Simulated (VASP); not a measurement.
# Zr (P6/mmm) in VASP: further runs

The runs below take Zr through single point, with r2SCAN.

All numbers are computed with VASP 6.6.1; they aren't measurements. Logs are shortened: lines on timing, memory, paths and dates and some standing lists are left out, and cuts for length are marked.

## 1. The cell of the first run

The structure is hexagonal, space group P6/mmm (No. 191). Conventional cell: a = 3.090 Å, b = 3.090 Å, c = 2.888 Å, α = 90.00°, β = 90.00°, γ = 120.00°. Within 3.8 Å of Zr (site symmetry 6/mmm) lie 8 Zr at 2.89 to 3.09 Å.

This isn't the form of Zr at room conditions, which is hcp.

## 2. Single point, r2SCAN

POSCAR

```
Zr
1.0
    3.0904505586      0.0000000000      0.0000000000
   -1.5452252793      2.6764086929      0.0000000000
    0.0000000000      0.0000000000      2.8876397407
Zr
1
Direct
    0.0000000000      0.0000000000      0.0000000000
```

INCAR.step1

```
  PREC = Accurate
  ENCUT = 520
  ISMEAR = 0
  SIGMA = 0.1
  LREAL = False
  LASPH = True
  NELM = 80
  NBANDS = 12
  GGA = PE
  ALGO = Normal
  EDIFF = 1E-4
  LWAVE = True
  LCHARG = False
```

INCAR.step2

```
  PREC = Accurate
  ENCUT = 520
  EDIFF = 1E-7
  ISMEAR = 0
  SIGMA = 0.1
  LREAL = False
  LASPH = True
  NELM = 80
  ALGO = Normal
  ISIF = 2
  LWAVE = False
  LCHARG = False
  METAGGA = R2SCAN
  LMIXTAU = True
  NBANDS = 12
  ISTART = 1
```

KPOINTS

```
Automatic mesh
0
Gamma
  6 6 6
```

Potentials or basis: VASP PAW PBE potentials, release 64 (Zr_sv).

Command:

```
$ cat potpaw_PBE.64/Zr_sv/POTCAR > POTCAR
$ cp INCAR.step1 INCAR
$ mpirun -np 1 vasp_std > vasp.out
$ cp INCAR.step2 INCAR
$ mpirun -np 1 vasp_std > vasp.out
```

OUTCAR:

```text
PREC = Accurate
   ENCUT = 520
   EDIFF = 1E-7
   ISMEAR = 0
   LREAL = False
   LASPH = True
   NELM = 80
   ISIF = 2
   METAGGA = R2SCAN
   ISTART = 1

 ion  position               nearest neighbor table
   1  0.000  0.000  0.000-

  LATTYP: Found a hexagonal cell.
 ALAT       =     3.0904505586
 C/A-ratio  =     0.9343750000

  Lattice vectors:

 A1 = (   3.0904505586,   0.0000000000,   0.0000000000)
 A2 = (  -1.5452252793,   2.6764086929,   0.0000000000)
 A3 = (   0.0000000000,   0.0000000000,   2.8876397407)

Analysis of symmetry for initial positions (statically):
=====================================================================
 Subroutine PRICEL returns:
 Original cell was already a primitive cell.

 Routine SETGRP: Setting up the symmetry group for a
 hexagonal supercell.

 Subroutine GETGRP returns: Found 24 space group operations
 (whereof 24 operations were pure point group operations)
 out of a pool of 24 trial point group operations.

The static configuration has the point symmetry D_6h.

Analysis of symmetry for dynamics (positions and initial velocities):
=====================================================================
 Subroutine PRICEL returns:
 Original cell was already a primitive cell.

 Routine SETGRP: Setting up the symmetry group for a
 hexagonal supercell.

 Subroutine GETGRP returns: Found 24 space group operations
 (whereof 24 operations were pure point group operations)
 out of a pool of 24 trial point group operations.

The dynamic configuration has the point symmetry D_6h.

 Subroutine INISYM returns: Found 24 space group operations
 (whereof 24 operations are pure point group operations),
 and found     1 'primitive' translations

----------------------------------------------------------------------------------------

                                     Primitive cell

  volume of cell :      23.8846

  direct lattice vectors                    reciprocal lattice vectors
     3.090450559  0.000000000  0.000000000     0.323577414  0.186817507  0.000000000
    -1.545225279  2.676408693  0.000000000     0.000000000  0.373635014  0.000000000
     0.000000000  0.000000000  2.887639741     0.000000000  0.000000000  0.346303587

  length of vectors
     3.090450559  3.090450559  2.887639741     0.373635014  0.373635014  0.346303587

  position of ions in fractional coordinates (direct lattice)
     0.000000000  0.000000000  0.000000000

  ion indices of the primitive-cell ions
   primitive index   ion index
                 1           1

----------------------------------------------------------------------------------------

 KPOINTS: Automatic mesh

Automatic generation of k-mesh.
 Grid dimensions read from file:
 generate k-points for:    6    6    6

 Generating k-lattice:

  Cartesian coordinates                     Fractional coordinates (reciprocal lattice)
     0.053929569  0.031136251  0.000000000     0.166666667  0.000000000  0.000000000
     0.000000000  0.062272502  0.000000000     0.000000000  0.166666667  0.000000000
     0.000000000  0.000000000  0.057717264     0.000000000  0.000000000  0.166666667

  Length of vectors
     0.062272502  0.062272502  0.057717264

  Shift w.r.t. Gamma in fractional coordinates (k-lattice)
     0.000000000  0.000000000  0.000000000

 Subroutine IBZKPT returns following result:
 ===========================================

 Found     28 irreducible k-points:

 Following reciprocal coordinates:
            Coordinates               Weight
  0.000000  0.000000  0.000000      1.000000
  0.166667 -0.000000  0.000000      6.000000
  0.333333 -0.000000  0.000000      6.000000
  0.500000  0.000000  0.000000      3.000000
  0.166667  0.166667  0.000000      6.000000
  0.333333  0.166667  0.000000     12.000000
[... 16 lines left out ...]
  0.166667 -0.000000  0.500000      6.000000
  0.333333 -0.000000  0.500000      6.000000
 [... further k-points ...]
   k-points           NKPTS =     28   k-points in BZ     NKDIM =     28   number of bands    NBANDS=     12
   number of dos      NEDOS =    301   number of ions     NIONS =      1
   total plane-waves  NPLWV =  13824
   dimension x,y,z NGX =    24 NGY =   24 NGZ =   24
   dimension x,y,z NGXF=    48 NGYF=   48 NGZF=   48
   ions per type =               1
   NGX,Y,Z   is equivalent  to a cutoff of  12.91, 12.91, 13.82 a.u.
   NGXF,Y,Z  is equivalent  to a cutoff of  25.82, 25.82, 27.63 a.u.
 SYSTEM =  unknown system
   PREC   = accura    normal or accurate (medium, high low for compatibility)
   ISTART =      1    job   : 0-new  1-cont  2-samecut
   ICHARG =      0    charge: 1-file 2-atom 10-const
   ISPIN  =      1    spin polarized calculation?
   LNONCOLLINEAR =      F non collinear calculations
   LSORBIT =      F    spin-orbit coupling
   LASPH  =      T    aspherical Exc in radial PAW
   ENCUT  =  520.0 eV  38.22 Ry    6.18 a.u.   5.75  5.75  5.37*2*pi/ulx,y,z
   NELM   =     80;   NELMIN=  2; NELMDL=  0     # of ELM steps
   EDIFF  = 0.1E-06   stopping-criterion for ELM
   LREAL  =      F    real-space projection
   EDIFFG = 0.1E-05   stopping-criterion for IOM
   NSW    =      0    number of steps for IOM
   IBRION =     -1    ionic relax: 0-MD 1-quasi-New 2-CG
   NFREE  =      0    steps in history (QN), initial steepest desc. (CG)
   ISIF   =      2    stress and relaxation
   ISYM   =      2    0-nonsym 1-usesym 2-fastsym
   POTIM  = 0.5000    time-step for ionic-motion
   TEBEG  =    0.0;   TEEND  =   0.0 temperature during run
   PSTRESS=    0.0 pullay stress
   NELECT =      12.0000    total number of electrons
   NUPDOWN=      -1.0000    fix difference up-down
   EMIN   =  10.00;   EMAX   =-10.00  energy-range for DOS
   EFERMI =   0.00;   METHOD = LEGACY
   ISMEAR =     0;   SIGMA  =   0.10  broadening in eV -4-tet -1-fermi 0-gaus
   EFERMI_NEDOS =   21; number of points for ismear=-14 and -15
   IALGO  =     38    algorithm
   IMIX   =      4    mixing-type and parameters
     AMIX     =   0.40;   BMIX     =  1.00
     AMIX_MAG =   1.60;   BMIX_MAG =  1.00
  volume/ion in A,a.u.               =      23.88       161.18
  Fermi-wavevector in a.u.,A,eV,Ry     =   1.301456  2.459395 23.045382  1.693788
  Thomas-Fermi vector in A             =   2.432588
   LORBIT       =      0    0 simple, 1 ext, 2 COOP (PROOUT), +10 PAW based schemes
   METAGGA = R2SCAN    functional components
   LHFCALC =     F    Hartree Fock is set to
   AEXX    =    0.0000 exact exchange contribution
   IVDW    =     0    specifies the selected vdW correction
   LEPSILON=     F    determine dielectric tensor
   LRPA    =     F    only Hartree local field effects (RPA)
 non-spin polarized calculation
 Gauss-broadening in eV      SIGMA  =   0.10
  energy-cutoff  :      520.00
  volume of cell :       23.88
 maximum number of plane-waves:       660
 NGX is ok and might be reduce to    24
   NGX = 11   NGY = 11   NGZ = 11

 number of electron      12.0000000 magnetization

 Free energy of the ion-electron system (eV)
  ---------------------------------------------------
  ext. energy  EPLUGINS =         0.00000000
  ---------------------------------------------------
  free energy    TOTEN  =       -22.27822626 eV

  energy without entropy =      -22.27366200  energy(sigma->0) =      -22.27594413

 E-fermi :   8.5182     XC(G=0): -11.7898

 val. band max:        8.4263992097   @ k =   0.1667  -0.0000   0.3333
 cond. band min:       8.5967495175   @ k =   0.0000   0.0000   0.5000
 fundamental gap:      0.1703503078
 Fermi energy:         8.5181729090

 k-point     1 :       0.0000    0.0000    0.0000
  band No.  band energies     occupation
      1     -41.9109      2.00000
      2     -18.6510      2.00000
      3     -18.6510      2.00000
      4     -18.6297      2.00000
      5       2.9043      2.00000
      6       6.6210      2.00000
      7       9.7654      0.00000
      8       9.7654      0.00000
      9      14.4833      0.00000
     10      14.4833      0.00000
     11      19.7080      0.00000
     12      22.0812      0.00000

 k-point     2 :       0.1667   -0.0000    0.0000
  band No.  band energies     occupation
      1     -41.8719      2.00000
      2     -18.9401      2.00000
      3     -18.7145      2.00000
      4     -18.5999      2.00000
      5       3.7459      2.00000
      6       6.9858      2.00000
      7       8.8470      0.00000
      8      10.6036      0.00000
      9      13.4781      0.00000
     10      14.3190      0.00000
     11      21.6061      0.00000
     12      23.2553      0.00000

 k-point     3 :       0.3333   -0.0000    0.0000
  band No.  band energies     occupation
      1     -41.7928      2.00000
      2     -19.4873      2.00000
      3     -18.8389      2.00000
      4     -18.5399      2.00000
      5       5.3041      2.00000
      6       7.1659      2.00000
      7       8.7433      0.00145
      8      12.0755      0.00000
      9      12.8123      0.00000
     10      14.0099      0.00000
     11      19.4505      0.00000
     12      22.0286      0.00000
[... 286 lines left out ...]
 k-point    23 :       0.1667   -0.0000    0.5000
  band No.  band energies     occupation
      1     -41.7064      2.00000
      2     -19.9182      2.00000
      3     -18.7963      2.00000
      4     -18.5898      2.00000
      5       7.1132      2.00000
      6       7.3844      2.00000
      7       9.9343      0.00000
      8      11.1112      0.00000
      9      11.3761      0.00000
     10      12.8015      0.00000
     11      18.4513      0.00000
     12      22.1059      0.00000

 k-point    24 :       0.3333   -0.0000    0.5000
  band No.  band energies     occupation
      1     -41.6312      2.00000
      2     -19.8118      2.00000
      3     -19.3038      2.00000
      4     -18.7069      2.00000
      5       6.0004      2.00000
      6       7.6061      2.00000
      7      10.5004      0.00000
      8      11.3231      0.00000
      9      13.4436      0.00000
     10      13.9671      0.00000
     11      17.8886      0.00000
     12      21.2081      0.00000

 [... further k-points ...]
[... 5 lines left out ...]
  --------------------------------------------------------------------------------------
  -------------------------------------------------------------------------------------
  Total       -0.7952931     -0.7952931      1.2547684      0.0000000     -0.0000000      0.0000000
  in kB      -53.3482974    -53.3482974     84.1699186      0.0000000     -0.0000000      0.0000000
  external PRESSURE =      -7.5088921 kB  Pullay stress =       0.0000000 kB

 VOLUME and BASIS-vectors are now :
 -----------------------------------------------------------------------------
  energy-cutoff  :      520.00
  volume of cell :       23.88
      direct lattice vectors                 reciprocal lattice vectors
     3.090450559  0.000000000  0.000000000     0.323577414  0.186817507  0.000000000
    -1.545225279  2.676408693  0.000000000     0.000000000  0.373635014  0.000000000
     0.000000000  0.000000000  2.887639741     0.000000000  0.000000000  0.346303587

 POSITION                                       TOTAL-FORCE (eV/Angst)
 -----------------------------------------------------------------------------------
      0.00000      0.00000      0.00000         0.000000      0.000000      0.000000
 -----------------------------------------------------------------------------------
    total drift:                                0.000000      0.000000      0.000000

  FREE ENERGIE OF THE ION-ELECTRON SYSTEM (eV)
  ---------------------------------------------------
  free  energy   TOTEN  =       -22.2782262603 eV

  energy  without entropy=      -22.2736619957  energy(sigma->0) =      -22.27594413
```

It took 20 s on 1 thread of Intel Xeon Platinum 8559C (Emerald Rapids), shared host; peak memory 0.14 GiB.

What came out:

```yaml
Free_energy: -22.2782 eV
Pressure: -0.8 GPa
Band_gap_on_the_k_mesh: zero (bands 6 and 7 overlap by 0.83 eV)
```

Caveat: the k points lie up to 0.39 Å⁻¹ apart, too coarse for converged energies and pressures of a metal; the PAW data sets were made with another functional, which shifts forces and pressure a little.

(Continued in part 2 of 2.)
